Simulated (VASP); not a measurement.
# Si2Mo (I4/mmm) in VASP: further runs

The runs below take Si2Mo through single point, with PBEsol.

Program: VASP 6.6.1. These are calculated values, not measurements. Logs are shortened: lines on timing, memory, paths and dates and some standing lists are left out, and cuts for length are marked.

### 1 The cell of the first run

Symmetry: I4/mmm, No. 139, tetragonal system. Conventional cell: a = 3.143 Å, b = 3.143 Å, c = 7.728 Å, α = 90.00°, β = 90.00°, γ = 90.00°. Within 3.4 Å of Si (site symmetry 4mm) lie 9 Si at 2.56 to 3.14 Å and 5 Mo at 2.56 to 2.59 Å. Mo (site symmetry 4/mmm) has 10 Si at 2.56 to 2.59 Å and 4 Mo at 3.14 Å within 3.4 Å.

### 2 Single point, PBEsol

Input file INCAR:

```
SYSTEM = Si2Mo
PREC = Accurate
ENCUT = 520
EDIFF = 1E-6
ISMEAR = 0
SIGMA = 0.1
LREAL = .FALSE.
LASPH = .TRUE.
NELM = 100
ALGO = Normal
ISIF = 2
LWAVE = .FALSE.
LCHARG = .TRUE.
GGA = PS
LELF = .TRUE.
LVHAR = .TRUE.
NBANDS = 18
```

Input file KPOINTS:

```
Automatic mesh
0
G
  18 18 18
  0 0 0
```

Input file POSCAR:

```
Si2Mo
1.0
   -1.5715159796      1.5715159796      3.8641424244
    1.5715159796     -1.5715159796      3.8641424244
    1.5715159796      1.5715159796     -3.8641424244
Si Mo
2 1
Direct
    0.3344895593      0.3344895593      0.0000000000
    0.6655104407      0.6655104407      0.0000000000
    0.0000000000      0.0000000000      0.0000000000
```

Potentials or basis: VASP PAW PBE potentials, release 64 (Si, Mo_sv).

Started as:

```console
> cat potpaw_PBE.64/Si/POTCAR potpaw_PBE.64/Mo_sv/POTCAR > POTCAR
> mpirun -np 1 vasp_std > vasp.out
```

OUTCAR:

```text
SYSTEM = Si2Mo
   PREC = Accurate
   ENCUT = 520
   EDIFF = 1E-6
   ISMEAR = 0
   LREAL = .FALSE.
   LASPH = .TRUE.
   NELM = 100
   ISIF = 2
   GGA = PS

 ion  position               nearest neighbor table
   1  0.334  0.334  0.000-   2 2.56   3 2.56   3 2.56   3 2.56   3 2.56   2 2.58   2 2.58   2 2.58
                             2 2.58   3 2.59
   2  0.666  0.666  0.000-   1 2.56   3 2.56   3 2.56   3 2.56   3 2.56   1 2.58   1 2.58   1 2.58
                             1 2.58   3 2.59
   3  0.000  0.000  0.000-   2 2.56   2 2.56   2 2.56   1 2.56   2 2.56   1 2.56   1 2.56   1 2.56
                             1 2.59   2 2.59

  LATTYP: Found a body centered tetragonal cell.
 ALAT       =     3.1430319592
 C/A-ratio  =     2.4588629543

  Lattice vectors:

 A1 = (  -1.5715159796,   1.5715159796,   3.8641424244)
 A2 = (   1.5715159796,  -1.5715159796,   3.8641424244)
 A3 = (   1.5715159796,   1.5715159796,  -3.8641424244)

Analysis of symmetry for initial positions (statically):
=====================================================================
 Subroutine PRICEL returns:
 Original cell was already a primitive cell.

 Routine SETGRP: Setting up the symmetry group for a
 body centered tetragonal supercell.

 Subroutine GETGRP returns: Found 16 space group operations
 (whereof 16 operations were pure point group operations)
 out of a pool of 16 trial point group operations.

The static configuration has the point symmetry D_4h.

Analysis of symmetry for dynamics (positions and initial velocities):
=====================================================================
 Subroutine PRICEL returns:
 Original cell was already a primitive cell.

 Routine SETGRP: Setting up the symmetry group for a
 body centered tetragonal supercell.

 Subroutine GETGRP returns: Found 16 space group operations
 (whereof 16 operations were pure point group operations)
 out of a pool of 16 trial point group operations.

The dynamic configuration has the point symmetry D_4h.

 Subroutine INISYM returns: Found 16 space group operations
 (whereof 16 operations are pure point group operations),
 and found     1 'primitive' translations

----------------------------------------------------------------------------------------

                                     Primitive cell

  volume of cell :      38.1725

  direct lattice vectors                    reciprocal lattice vectors
    -1.571515980  1.571515980  3.864142424     0.000000000  0.318164121  0.129394817
     1.571515980 -1.571515980  3.864142424     0.318164121  0.000000000  0.129394817
     1.571515980  1.571515980 -3.864142424     0.318164121  0.318164121  0.000000000
[... 90 lines left out ...]
   IBRION =     -1    ionic relax: 0-MD 1-quasi-New 2-CG
   NFREE  =      0    steps in history (QN), initial steepest desc. (CG)
   ISIF   =      2    stress and relaxation
   ISYM   =      2    0-nonsym 1-usesym 2-fastsym
   POTIM  = 0.5000    time-step for ionic-motion
   TEBEG  =    0.0;   TEEND  =   0.0 temperature during run
   PSTRESS=    0.0 pullay stress
   NELECT =      22.0000    total number of electrons
   NUPDOWN=      -1.0000    fix difference up-down
   EMIN   =  10.00;   EMAX   =-10.00  energy-range for DOS
   EFERMI =   0.00;   METHOD = LEGACY
   ISMEAR =     0;   SIGMA  =   0.10  broadening in eV -4-tet -1-fermi 0-gaus
   EFERMI_NEDOS =   21; number of points for ismear=-14 and -15
   IALGO  =     38    algorithm
   IMIX   =      4    mixing-type and parameters
     AMIX     =   0.40;   BMIX     =  1.00
     AMIX_MAG =   1.60;   BMIX_MAG =  1.00
  volume/ion in A,a.u.               =      12.72        85.87
  Fermi-wavevector in a.u.,A,eV,Ry     =   1.362382  2.574528 25.253556  1.856084
  Thomas-Fermi vector in A             =   2.488876
   LORBIT       =      0    0 simple, 1 ext, 2 COOP (PROOUT), +10 PAW based schemes
   GGA     = PS    functional components
   LHFCALC =     F    Hartree Fock is set to
   AEXX    =    0.0000 exact exchange contribution
   IVDW    =     0    specifies the selected vdW correction
   LEPSILON=     F    determine dielectric tensor
   LRPA    =     F    only Hartree local field effects (RPA)
 non-spin polarized calculation
 Gauss-broadening in eV      SIGMA  =   0.10
  energy-cutoff  :      520.00
  volume of cell :       38.17
 maximum number of plane-waves:      1046
 NGX is ok and might be reduce to    36
   NGX = 17   NGY = 17   NGZ = 17

 number of electron      22.0000000 magnetization

 Free energy of the ion-electron system (eV)
  ---------------------------------------------------
  ext. energy  EPLUGINS =         0.00000000
  ---------------------------------------------------
  free energy    TOTEN  =       -25.02666935 eV

  energy without entropy =      -25.02548913  energy(sigma->0) =      -25.02607924

 E-fermi :  12.9857     XC(G=0): -12.7622

 val. band max:       12.9753780419   @ k =  -0.4444  -0.4444   0.2778
 cond. band min:      13.0065570571   @ k =  -0.3333  -0.3333   0.2778
 fundamental gap:      0.0311790152
 Fermi energy:        12.9856610908

 k-point     1 :       0.0000    0.0000    0.0000
  band No.  band energies     occupation
      1     -47.5734      2.00000
      2     -21.8012      2.00000
      3     -21.6829      2.00000
      4     -21.6829      2.00000
      5      -0.8576      2.00000
      6       6.2527      2.00000
[... 481 lines left out ...]
      5       0.0520      2.00000
      6       6.4112      2.00000
[... 10 lines left out ...]
     17      19.6149      0.00000
     18      21.6537      0.00000

 [... further k-points ...]

------------------------ aborting loop because EDIFF is reached ----------------------------------------

  FORCE on cell =-STRESS in cart. coord.  units (eV):
  Direction    XX          YY          ZZ          XY          YZ          ZX
  --------------------------------------------------------------------------------------
  -------------------------------------------------------------------------------------
  Total        2.4882721      2.4882721      2.4842329      0.0000000      0.0000000     -0.0000000
  in kB      104.4378059    104.4378059    104.2682720      0.0000000      0.0000000     -0.0000000
  external PRESSURE =     104.3812946 kB  Pullay stress =       0.0000000 kB

 VOLUME and BASIS-vectors are now :
 -----------------------------------------------------------------------------
  energy-cutoff  :      520.00
  volume of cell :       38.17
      direct lattice vectors                 reciprocal lattice vectors
    -1.571515980  1.571515980  3.864142424     0.000000000  0.318164121  0.129394817
     1.571515980 -1.571515980  3.864142424     0.318164121  0.000000000  0.129394817
     1.571515980  1.571515980 -3.864142424     0.318164121  0.318164121  0.000000000

 POSITION                                       TOTAL-FORCE (eV/Angst)
 -----------------------------------------------------------------------------------
      0.00000      0.00000      2.58503         0.000000      0.000000     -0.009633
      0.00000      0.00000      5.14325        -0.000000     -0.000000      0.009633
      0.00000      0.00000      0.00000        -0.000000     -0.000000     -0.000000
 -----------------------------------------------------------------------------------
    total drift:                                0.000000     -0.000000     -0.000000

  FREE ENERGIE OF THE ION-ELECTRON SYSTEM (eV)
  ---------------------------------------------------
  free  energy   TOTEN  =       -25.0266693476 eV

  energy  without entropy=      -25.0254891301  energy(sigma->0) =      -25.02607924
```

OSZICAR:

```text
N       E                     dE             d eps       ncg     rms          rms(c)
DAV:   1     0.120473658187E+03    0.12047E+03   -0.11367E+04 17304   0.117E+03
DAV:   2    -0.228665946062E+02   -0.14334E+03   -0.14044E+03 20608   0.302E+02
DAV:   3    -0.259405707501E+02   -0.30740E+01   -0.30412E+01 21556   0.393E+01
DAV:   4    -0.259571429034E+02   -0.16572E-01   -0.16557E-01 20408   0.311E+00
DAV:   5    -0.259572497264E+02   -0.10682E-03   -0.10682E-03 20120   0.265E-01    0.254E+01
DAV:   6    -0.251793916298E+02    0.77786E+00   -0.50390E+00 18330   0.152E+01    0.594E+00
DAV:   7    -0.250660154220E+02    0.11338E+00   -0.68650E-01 18070   0.509E+00    0.520E+00
DAV:   8    -0.250277050316E+02    0.38310E-01   -0.96719E-02 18724   0.231E+00    0.441E-01
DAV:   9    -0.250267880742E+02    0.91696E-03   -0.17434E-03 20290   0.342E-01    0.231E-01
DAV:  10    -0.250266808917E+02    0.10718E-03   -0.42518E-04 19328   0.174E-01    0.599E-02
DAV:  11    -0.250266710504E+02    0.98413E-05   -0.11073E-04 19070   0.776E-02    0.294E-02
DAV:  12    -0.250266702480E+02    0.80239E-06   -0.18212E-05 18486   0.300E-02    0.123E-02
DAV:  13    -0.250266693476E+02    0.90040E-06   -0.22732E-06 13504   0.123E-02
   1 F= -.25026669E+02 E0= -.25026079E+02  d E =-.118022E-02
```

stdout:

```text
POSCAR found type information on POSCAR SiMo
 POSCAR found :  2 types and       3 ions
 scaLAPACK will be used
 -----------------------------------------------------------------------------
|                                                                             |
|                                                                             |
|     You enforced a specific xc type in the INCAR file but a different       |
|     I HOPE YOU KNOW WHAT YOU ARE DOING!                                     |
|                                                                             |
 -----------------------------------------------------------------------------

 LDA part: xc-table for (Slater+PW92), standard interpolation
 POSCAR, INCAR and KPOINTS ok, starting setup
 FFT: planning ... GRIDC
 FFT: planning ... GRID_SOFT
 FFT: planning ... GRID
 WAVECAR not read
 entering main loop
```

Run time: 5.8 min. Hardware: 1 thread of Intel Xeon Platinum 8259CL at 2.50GHz (Skylake/Cascade Lake), shared host; peak memory 0.44 GiB.

What came out:

```yaml
Free_energy: -25.0267 eV
Pressure: 10.4 GPa
Largest_force: 0.010 eV/Å
Band_gap_on_the_k_mesh: zero (band 11 reaches 13.52 eV, above the bottom of band 12 at 12.53 eV)
```

Forces on the atoms (eV/Å):
```
Si   0.000  0.000 -0.010
Si   0.000  0.000  0.010
Mo   0.000  0.000  0.000
```

Caveat: the PAW data sets were made with another functional, which shifts forces and pressure a little.

### 3 Single point, PBEsol (biaxial strain in the a-b plane: -4.5 %, then relaxed in part)

Input file INCAR:

```
  PREC = Accurate
  ENCUT = 520
  EDIFF = 1E-6
  ISMEAR = 0
  SIGMA = 0.1
  LREAL = F
  LASPH = T
  NELM = 100
  ALGO = Normal
  ISIF = 2
  LWAVE = F
  LCHARG = F
  GGA = PS
  NBANDS = 31
```

Input file KPOINTS:

```
Automatic mesh
0
Gamma
  12 12 6
```

Input file POSCAR:

```
Si2Mo
1.0
    3.0465170120      0.0000000000      0.0000000000
    0.0000000000      3.0465170120      0.0000000000
    0.0000000000      0.0000000000      7.9859417374
Si Mo
4 2
Direct
    0.0000000000      0.0000000000      0.3342709612
    0.5000000000      0.5000000000      0.1657290388
    0.5000000000      0.5000000000      0.8342709612
    0.0000000000      0.0000000000      0.6657290388
    0.0000000000      0.0000000000      0.0000000000
    0.5000000000      0.5000000000      0.5000000000
```

Potentials or basis: VASP PAW PBE potentials, release 64 (Si, Mo_sv).

Started as:

```console
> cat potpaw_PBE.64/Si/POTCAR potpaw_PBE.64/Mo_sv/POTCAR > POTCAR
> mpirun -np 1 vasp_std > vasp.out
```

Run time: 1.9 min. Hardware: 1 thread of AMD EPYC 9R45 (Zen 5), shared host; peak memory 0.29 GiB.

It converged, with:

* Free energy: -49.5881 eV
* Pressure: 18.1 GPa
* Largest force: 0.012 eV/Å
* Band gap on the k mesh: zero (band 22 reaches 14.39 eV, above the bottom of band 23 at 13.29 eV)

Forces in eV/Å, atoms in the order of the input:
```
Si   0.000  0.000 -0.012
Si   0.000  0.000  0.012
Si   0.000  0.000 -0.012
Si   0.000  0.000  0.012
Mo   0.000  0.000  0.000
Mo   0.000  0.000  0.000
```

Stress tensor (GPa, compression positive):
```
26.96  0.00  0.00
 0.00 26.96  0.00
 0.00  0.00  0.49
```

Levels at points of the mesh, in eV from the Fermi level:
```tsv
k point	band 18	band 19	band 20	band 21	band 22	band 23	band 24	band 25	band 26	band 27
(0.00, 0.00, 0.00)	-2.67	-0.82	-0.82	-0.14	-0.14	0.68	0.79	2.75	3.69	3.90
(0.50, 0.00, 0.00)	-3.43	-2.55	-2.55	-0.68	-0.68	1.69	1.69	3.51	3.51	3.89
(0.50, 0.50, 0.00)	-4.84	-3.97	-3.97	-1.21	-1.21	2.64	2.64	2.68	2.68	2.84
(0.00, 0.00, 0.50)	-2.12	-2.12	-2.12	0.74	0.74	1.93	1.93	1.93	1.93	2.25
(0.50, 0.00, 0.50)	-3.19	-2.59	-2.59	-0.55	-0.55	2.61	2.61	3.54	3.54	3.56
(0.50, 0.50, 0.50)	-3.13	-2.54	-2.54	-2.54	-2.54	0.02	0.02	2.85	2.85	3.72
```

Caveat: the cell differs from its parent crystal (biaxial strain in the a-b plane: -4.5 %, then relaxed in part); the PAW data sets were made with another functional, which shifts forces and pressure a little.

### 4 Single point, PBEsol (biaxial strain in the a-b plane: -4.5 %)

Input file INCAR:

```
PREC = Accurate
ENCUT = 520
EDIFF = 1E-7
ISMEAR = 0
SIGMA = 0.1
LREAL = False
LASPH = True
NELM = 100
ALGO = Normal
ISIF = 2
LWAVE = False
LCHARG = False
GGA = PS
NBANDS = 31
```

Input file KPOINTS:

```
regular mesh
0
Gamma
  12 12 6
```

Input file POSCAR:

```
Si2Mo
1.0
    3.0465170120      0.0000000000      0.0000000000
    0.0000000000      3.0465170120      0.0000000000
    0.0000000000      0.0000000000      8.0325613717
Si Mo
4 2
Direct
    0.0000000000      0.0000000000      0.3345598189
    0.5000000000      0.5000000000      0.1654401811
    0.5000000000      0.5000000000      0.8345598189
    0.0000000000      0.0000000000      0.6654401811
    0.0000000000      0.0000000000      0.0000000000
    0.5000000000      0.5000000000      0.5000000000
```

Potentials or basis: VASP PAW PBE potentials, release 64 (Si, Mo_sv).

Started as:

```console
> cat potpaw_PBE.64/Si/POTCAR potpaw_PBE.64/Mo_sv/POTCAR > POTCAR
> mpirun -np 1 vasp_std > vasp.out
```

OUTCAR:

```text
PREC = Accurate
   ENCUT = 520
   EDIFF = 1E-7
   ISMEAR = 0
   LREAL = False
   LASPH = True
   NELM = 100
   ISIF = 2
   GGA = PS

 ion  position               nearest neighbor table
   1  0.000  0.000  0.335-   6 2.53   6 2.53   6 2.53   6 2.53   2 2.55   2 2.55   2 2.55   2 2.55
                             4 2.66   5 2.69
   2  0.500  0.500  0.165-   5 2.53   5 2.53   5 2.53   5 2.53   1 2.55   1 2.55   1 2.55   1 2.55
                             3 2.66   6 2.69
   3  0.500  0.500  0.835-   5 2.53   5 2.53   5 2.53   5 2.53   4 2.55   4 2.55   4 2.55   4 2.55
                             2 2.66   6 2.69
   4  0.000  0.000  0.665-   6 2.53   6 2.53   6 2.53   6 2.53   3 2.55   3 2.55   3 2.55   3 2.55
                             1 2.66   5 2.69
   5  0.000  0.000  0.000-   2 2.53   3 2.53   2 2.53   3 2.53   2 2.53   3 2.53   2 2.53   3 2.53
                             1 2.69   4 2.69
   6  0.500  0.500  0.500-   1 2.53   4 2.53   1 2.53   4 2.53   1 2.53   4 2.53   1 2.53   4 2.53
                             3 2.69   2 2.69

  LATTYP: Found a simple tetragonal cell.
 ALAT       =     3.0465170120
 C/A-ratio  =     2.6366376226

  Lattice vectors:

 A1 = (   3.0465170120,   0.0000000000,   0.0000000000)
 A2 = (   0.0000000000,   3.0465170120,   0.0000000000)
[... 209 lines left out ...]
  band No.  band energies     occupation
      1     -47.1130      2.00000
      2     -47.1124      2.00000
      3     -21.4369      2.00000
      4     -21.4099      2.00000
      5     -21.1641      2.00000
      6     -21.1641      2.00000
[... 805 lines left out ...]
     30      17.2981      0.00000
     31      18.9546      0.00000

 [... further k-points ...]

------------------------ aborting loop because EDIFF is reached ----------------------------------------

  FORCE on cell =-STRESS in cart. coord.  units (eV):
  Direction    XX          YY          ZZ          XY          YZ          ZX
  --------------------------------------------------------------------------------------
  -------------------------------------------------------------------------------------
  Total       12.0960764     12.0960764     -1.1134505      0.0000000     -0.0000000      0.0000000
  in kB      259.9524022    259.9524022    -23.9287612      0.0000000     -0.0000000      0.0000000
  external PRESSURE =     165.3253478 kB  Pullay stress =       0.0000000 kB

 VOLUME and BASIS-vectors are now :
 -----------------------------------------------------------------------------
  energy-cutoff  :      520.00
  volume of cell :       74.55
      direct lattice vectors                 reciprocal lattice vectors
     3.046517012  0.000000000  0.000000000     0.328243695  0.000000000  0.000000000
     0.000000000  3.046517012  0.000000000     0.000000000  0.328243695  0.000000000
     0.000000000  0.000000000  8.032561372     0.000000000  0.000000000  0.124493291

 POSITION                                       TOTAL-FORCE (eV/Angst)
 -----------------------------------------------------------------------------------
      0.00000      0.00000      2.68737         0.000000     -0.000000     -0.030359
      1.52326      1.52326      1.32891        -0.000000      0.000000      0.030359
      1.52326      1.52326      6.70365         0.000000      0.000000     -0.030359
      0.00000      0.00000      5.34519         0.000000     -0.000000      0.030359
      0.00000      0.00000      0.00000         0.000000      0.000000     -0.000000
      1.52326      1.52326      4.01628        -0.000000     -0.000000     -0.000000
 -----------------------------------------------------------------------------------
    total drift:                                0.000000      0.000000     -0.000000

  FREE ENERGIE OF THE ION-ELECTRON SYSTEM (eV)
  ---------------------------------------------------
  free  energy   TOTEN  =       -49.5854567566 eV

  energy  without entropy=      -49.5813636894  energy(sigma->0) =      -49.58341022
```

Wall time 2.1 min (1 thread of AMD EPYC 9R45 (Zen 5), shared host); peak memory 0.29 GiB.

Results:

```yaml
Free_energy: -49.5855 eV
Pressure: 16.5 GPa
Largest_force: 0.030 eV/Å
Band_gap_on_the_k_mesh: zero (band 22 reaches 14.32 eV, above the bottom of band 23 at 13.20 eV)
```

Forces in eV/Å, atoms in the order of the input:
```
Si   0.000  0.000 -0.030
Si   0.000  0.000  0.030
Si   0.000  0.000 -0.030
Si   0.000  0.000  0.030
Mo   0.000  0.000  0.000
Mo   0.000  0.000  0.000
```

Levels at points of the mesh, in eV from the Fermi level:
```tsv
k point	band 18	band 19	band 20	band 21	band 22	band 23	band 24	band 25	band 26	band 27
(0.00, 0.00, 0.00)	-2.62	-0.82	-0.82	-0.09	-0.09	0.71	0.81	2.79	3.56	3.82
(0.50, 0.00, 0.00)	-3.47	-2.52	-2.52	-0.64	-0.64	1.66	1.66	3.50	3.50	3.83
(0.50, 0.50, 0.00)	-4.80	-3.98	-3.98	-1.22	-1.22	2.57	2.57	2.61	2.61	2.79
(0.00, 0.00, 0.50)	-2.07	-2.07	-2.07	0.76	0.76	1.94	1.94	1.94	1.94	2.21
(0.50, 0.00, 0.50)	-3.18	-2.55	-2.55	-0.52	-0.52	2.59	2.59	3.48	3.48	3.58
(0.50, 0.50, 0.50)	-3.13	-2.55	-2.55	-2.55	-2.55	-0.02	-0.02	2.85	2.85	3.67
```

Caveat: the cell differs from its parent crystal (biaxial strain in the a-b plane: -4.5 %); the PAW data sets were made with another functional, which shifts forces and pressure a little.

(Continued in part 2 of 2.)
